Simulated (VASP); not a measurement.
A run of VASP 6.6.1 is set up as follows.

INCAR

```
SYSTEM = SrVO3
ALGO = Normal
EDIFF = 1E-6
ENCUT = 520
GGA = PE
ISIF = 2
ISMEAR = 0
ISPIN = 2
LASPH = .TRUE.
LCHARG = .FALSE.
LMAXMIX = 4
LORBIT = 11
LREAL = .FALSE.
LWAVE = .FALSE.
MAGMOM = 0 0.29 0 0 0
NBANDS = 32
NELM = 150
PREC = Accurate
SIGMA = 0.1
```

Contents of KPOINTS:

```
k-points
0
G
  10 10 10
  0 0 0
```

POSCAR

```
SrVO3
1.0
    3.8198810152      0.0000000000      0.0000000000
    0.0000000000      3.8198810152      0.0000000000
    0.0000000000      0.0000000000      3.8198810152
Sr V O
1 1 3
Direct
    0.5000000000      0.5000000000      0.5000000000
    0.0000000000      0.0000000000      0.0000000000
    0.5000000000      0.0000000000      0.0000000000
    0.0000000000      0.5000000000      0.0000000000
    0.0000000000      0.0000000000      0.5000000000
```

Potentials or basis: VASP PAW PBE potentials, release 64 (Sr_sv, V_sv, O).

The run is started by

```console
$ cat potpaw_PBE.64/Sr_sv/POTCAR potpaw_PBE.64/V_sv/POTCAR potpaw_PBE.64/O/POTCAR > POTCAR
$ mpirun -np 1 vasp_std > vasp.out
```

Question: Predict the pressure.

Answer: 6.9 GPa.

Question: Estimate the site moments.

Answer: Sr +0.00; V +0.29; O -0.00 μB.

Caveat: the cell stands under pressure; a moment this small can come from the mesh or the smearing.
